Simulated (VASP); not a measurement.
# Ag (Im-3m) in VASP: a series of runs, part 2 of 2

VASP 6.6.1. Earlier steps stand in the parts before.

### 3 Relaxation of cell and atoms, r2SCAN, target pressure 1 GPa, at which the enthalpy is minimised

This run uses another cell than the first one, of 17.29 Å³/atom.

File POSCAR:

```
Ag
1.0
   -1.6288495331      1.6288495331      1.6288495331
    1.6288495331     -1.6288495331      1.6288495331
    1.6288495331      1.6288495331     -1.6288495331
Ag
1
Direct
    0.0000000000      0.0000000000      0.0000000000
```

File INCAR.step1:

```
PREC = Accurate
ENCUT = 600
ISMEAR = 0
SIGMA = 0.1
LREAL = F
LASPH = T
NELM = 100
GGA = PE
ALGO = Normal
EDIFF = 1E-4
LWAVE = T
LCHARG = F
```

File INCAR.step2:

```
PREC = Accurate
ENCUT = 600
EDIFF = 1E-7
ISMEAR = 0
SIGMA = 0.1
LREAL = F
LASPH = T
NELM = 100
ALGO = Normal
ISIF = 3
LWAVE = F
LCHARG = F
METAGGA = R2SCAN
LMIXTAU = T
IBRION = 2
NSW = 70
EDIFFG = -0.008
PSTRESS = 10.0
ISTART = 1
```

File KPOINTS:

```
Automatic mesh
0
Gamma
  18 18 18
```

Potentials or basis: VASP PAW PBE potentials, release 64 (Ag).

On the command line:

```
> cat potpaw_PBE.64/Ag/POTCAR > POTCAR
> cp INCAR.step1 INCAR
> mpirun -np 1 vasp_std > vasp.out
> cp INCAR.step2 INCAR
> mpirun -np 1 vasp_std > vasp.out
```

It took 3.1 min on 1 thread of AMD EPYC 9R45 (Zen 5), shared host; peak memory 0.15 GiB.

The run converged. Its results:

* Free energy: -21.3195 eV
* Relaxed volume: 17.31 Å³/atom
* Relaxed cell: a = 2.822 Å, b = 2.822 Å, c = 2.822 Å, α = 109.47°, β = 109.47°, γ = 109.47°
* Space group after relaxing (to 0.1 Å): Im-3m (No. 229)
* Energy change on relaxing (the run minimises the enthalpy): -0.1 meV/atom
* Ionic steps: 3
* Pressure after relaxing: 1.0 GPa
* Band gap on the k mesh: zero (an odd number of electrons rules out a gap without spin polarisation)

Step by step:
| step | energy change (eV) | largest force (eV/Å) | pressure (GPa) | volume (Å³) |
| --- | --- | --- | --- | --- |
| 1 | 0.0000 | 0.0000 | 1.14 | 17.29 |
| 2 | -0.0002 | 0.0000 | 0.91 | 17.32 |
| 3 | -0.0001 | 0.0000 | 1.02 | 17.31 |

Final structure:
```cif
data_structure
_symmetry_space_group_name_H-M 'P 1'
_symmetry_Int_Tables_number 1
_cell_length_a 2.8223
_cell_length_b 2.8223
_cell_length_c 2.8223
_cell_angle_alpha 109.471
_cell_angle_beta 109.471
_cell_angle_gamma 109.471
_cell_volume 17.31
loop_
_atom_site_label
_atom_site_type_symbol
_atom_site_fract_x
_atom_site_fract_y
_atom_site_fract_z
_atom_site_occupancy
Ag1 Ag 0.00000 0.00000 0.00000 1
```

Levels at points of the mesh, in eV from the Fermi level:
```csv
k point,band 3,band 4,band 5,band 6,band 7,band 8,band 9
"(0.00, 0.00, 0.00)",-5.23,-5.23,-3.91,-3.91,18.64,18.64,18.64
"(0.50, 0.00, 0.00)",-3.96,-3.79,-2.89,0.02,4.18,13.83,14.95
"(0.50, 0.50, 0.50)",-3.13,-3.13,-3.13,7.18,7.18,7.18,13.10
```

Caveat: the cell is relaxed towards a set pressure, so the run minimises the enthalpy, not the energy; the PAW data sets were made with another functional, which shifts forces and pressure a little.

### 4 Relaxation of cell and atoms, r2SCAN, target pressure -1 GPa, at which the enthalpy is minimised

This run uses another cell than the first one, of 17.63 Å³/atom.

File POSCAR:

```
Ag
1.0
   -1.6395304194      1.6395304194      1.6395304194
    1.6395304194     -1.6395304194      1.6395304194
    1.6395304194      1.6395304194     -1.6395304194
Ag
1
Direct
    0.0000000000      0.0000000000      0.0000000000
```

File INCAR.step1:

```
PREC = Accurate ; ENCUT = 600
ISMEAR = 0 ; SIGMA = 0.1
LREAL = False ; LASPH = True
NELM = 80 ; GGA = PE
ALGO = Normal ; EDIFF = 1E-4
LWAVE = True ; LCHARG = False
```

File INCAR.step2:

```
PREC = Accurate ; ENCUT = 600
EDIFF = 1E-6 ; ISMEAR = 0
SIGMA = 0.1 ; LREAL = False
LASPH = True ; NELM = 80
ALGO = Normal ; ISIF = 3
LWAVE = False ; LCHARG = False
METAGGA = R2SCAN ; LMIXTAU = True
IBRION = 2 ; NSW = 70
EDIFFG = -0.008 ; PSTRESS = -10.0
ISTART = 1
```

File KPOINTS:

```
regular mesh
0
Gamma
  18 18 18
```

On the command line:

```
> cat potpaw_PBE.64/Ag/POTCAR > POTCAR
> cp INCAR.step1 INCAR
> mpirun -np 1 vasp_std > vasp.out
> cp INCAR.step2 INCAR
> mpirun -np 1 vasp_std > vasp.out
```

Wall time 2.6 min (1 thread of AMD EPYC 9R45 (Zen 5), shared host); peak memory 0.15 GiB.

Results (log left out):

* Free energy: -21.3197 eV
* Relaxed volume: 17.66 Å³/atom
* Relaxed cell: a = 2.841 Å, b = 2.841 Å, c = 2.841 Å, α = 109.47°, β = 109.47°, γ = 109.47°
* Space group after relaxing (to 0.1 Å): Im-3m (No. 229)
* Energy change on relaxing (the run minimises the enthalpy): +0.2 meV/atom
* Ionic steps: 3
* Pressure after relaxing: -1.0 GPa
* Band gap on the k mesh: zero (an odd number of electrons rules out a gap without spin polarisation)

Step by step:
```tsv
step	energy change (eV)	largest force (eV/Å)	pressure (GPa)	volume (Å³)
1	0.0000	0.0000	-0.82	17.63
2	0.0003	0.0000	-1.11	17.68
3	0.0002	0.0000	-0.97	17.66
```

Final structure:
```
Ag
1.0
    -1.64044    1.64044    1.64044
     1.64044   -1.64044    1.64044
     1.64044    1.64044   -1.64044
Ag
1
Cartesian
  0.0000 0.0000 0.0000
```

Levels at points of the mesh, in eV from the Fermi level:
```
           k point  band 2  band 3  band 4  band 5  band 6  band 7  band 8  band 9
(0.00, 0.00, 0.00)   -5.16   -5.16   -5.16   -3.88   -3.88   18.55   18.55   18.55
(0.50, 0.00, 0.00)   -5.91   -3.93   -3.77   -2.90    0.06    4.05   13.74   14.75
(0.50, 0.50, 0.50)   -6.54   -3.14   -3.14   -3.14    7.11    7.11    7.11   12.79
```

Caveat: the cell is relaxed towards a set pressure, so the run minimises the enthalpy, not the energy; the PAW data sets were made with another functional, which shifts forces and pressure a little.

### 5 Relaxation of cell and atoms, r2SCAN, target pressure 50 GPa, at which the enthalpy is minimised

This run uses another cell than the first one, of 13.72 Å³/atom.

File POSCAR:

```
Ag
1.0
   -1.5081161446      1.5081161446      1.5081161446
    1.5081161446     -1.5081161446      1.5081161446
    1.5081161446      1.5081161446     -1.5081161446
Ag
1
Direct
    0.0000000000      0.0000000000      0.0000000000
```

File INCAR.step1:

```
SYSTEM = Ag
  PREC = Accurate
  ENCUT = 600
  ISMEAR = 0
  SIGMA = 0.1
  LREAL = .False.
  LASPH = .True.
  NELM = 80
  GGA = PE
  ALGO = Normal
  EDIFF = 1E-4
  LWAVE = .True.
  LCHARG = .False.
```

File INCAR.step2:

```
SYSTEM = Ag
  PREC = Accurate
  ENCUT = 600
  EDIFF = 1E-6
  ISMEAR = 0
  SIGMA = 0.1
  LREAL = .False.
  LASPH = .True.
  NELM = 80
  ALGO = Normal
  ISIF = 3
  LWAVE = .False.
  LCHARG = .False.
  METAGGA = R2SCAN
  LMIXTAU = .True.
  IBRION = 2
  NSW = 70
  EDIFFG = -0.008
  PSTRESS = 500.0
  ISTART = 1
```

File KPOINTS:

```
Automatic mesh
0
Gamma
  20 20 20
  0 0 0
```

On the command line:

```
> cat potpaw_PBE.64/Ag/POTCAR > POTCAR
> cp INCAR.step1 INCAR
> mpirun -np 1 vasp_std > vasp.out
> cp INCAR.step2 INCAR
> mpirun -np 1 vasp_std > vasp.out
```

Wall time 3.7 min (1 thread of AMD EPYC 9R45 (Zen 5), shared host); peak memory 0.15 GiB.

The run converged. Its results:

* Free energy: -20.8654 eV
* Relaxed volume: 13.64 Å³/atom
* Relaxed cell: a = 2.607 Å, b = 2.607 Å, c = 2.607 Å, α = 109.47°, β = 109.47°, γ = 109.47°
* Space group after relaxing (to 0.1 Å): Im-3m (No. 229)
* Energy change on relaxing (the run minimises the enthalpy): +25.9 meV/atom
* Ionic steps: 3
* Pressure after relaxing: 50.0 GPa
* Band gap on the k mesh: zero (an odd number of electrons rules out a gap without spin polarisation)

Step by step:
```tsv
step	energy change (eV)	largest force (eV/Å)	pressure (GPa)	volume (Å³)
1	0.0000	0.0000	47.91	13.72
2	0.1155	0.0000	57.18	13.37
3	0.0259	0.0000	50.00	13.64
```

Final structure:
```cif
data_structure
_symmetry_space_group_name_H-M 'P 1'
_symmetry_Int_Tables_number 1
_cell_length_a 2.6067
_cell_length_b 2.6067
_cell_length_c 2.6067
_cell_angle_alpha 109.471
_cell_angle_beta 109.471
_cell_angle_gamma 109.471
_cell_volume 13.64
loop_
_atom_site_label
_atom_site_type_symbol
_atom_site_fract_x
_atom_site_fract_y
_atom_site_fract_z
_atom_site_occupancy
Ag1 Ag 0.00000 0.00000 0.00000 1
```

Levels at points of the mesh, in eV from the Fermi level:
| k point | band 2 | band 3 | band 4 | band 5 | band 6 | band 7 | band 8 | band 9 |
| --- | --- | --- | --- | --- | --- | --- | --- | --- |
| (0.00, 0.00, 0.00) | -6.41 | -6.41 | -6.41 | -4.46 | -4.46 | 19.31 | 19.31 | 19.31 |
| (0.50, 0.00, 0.00) | -7.60 | -4.51 | -4.25 | -2.89 | -0.71 | 5.79 | 14.53 | 17.37 |
| (0.50, 0.50, 0.50) | -8.66 | -3.27 | -3.27 | -3.27 | 7.92 | 7.92 | 7.92 | 16.24 |

Caveat: the cell is relaxed towards a set pressure, so the run minimises the enthalpy, not the energy; the PAW data sets were made with another functional, which shifts forces and pressure a little.

### 6 Overview

```csv
cell,k mesh,gap on the mesh (eV),pressure (GPa)
"relaxed to 4 GPa from a = 2.795 Å, angles 109.5°, 1 atom",18 × 18 × 18,none,4.0
"relaxed to 1 GPa from a = 2.821 Å, angles 109.5°, 1 atom",18 × 18 × 18,none,1.0
"relaxed to -1 GPa from a = 2.840 Å, angles 109.5°, 1 atom",18 × 18 × 18,none,-1.0
"relaxed to 50 GPa from a = 2.612 Å, angles 109.5°, 1 atom",20 × 20 × 20,none,50.0
```

Alike in all rows: task relaxation of cell and atoms; level r2SCAN; potentials or basis VASP PAW PBE potentials, release 64 (Ag); no spin polarisation; cutoff (eV) 600; smearing gaussian 0.1 eV.

Caveats: the cell is relaxed towards a set pressure, so the run minimises the enthalpy, not the energy; the PAW data sets were made with another functional, which shifts forces and pressure a little.

Total energies depend on the potentials used, so only differences within one code and one set of settings carry meaning.
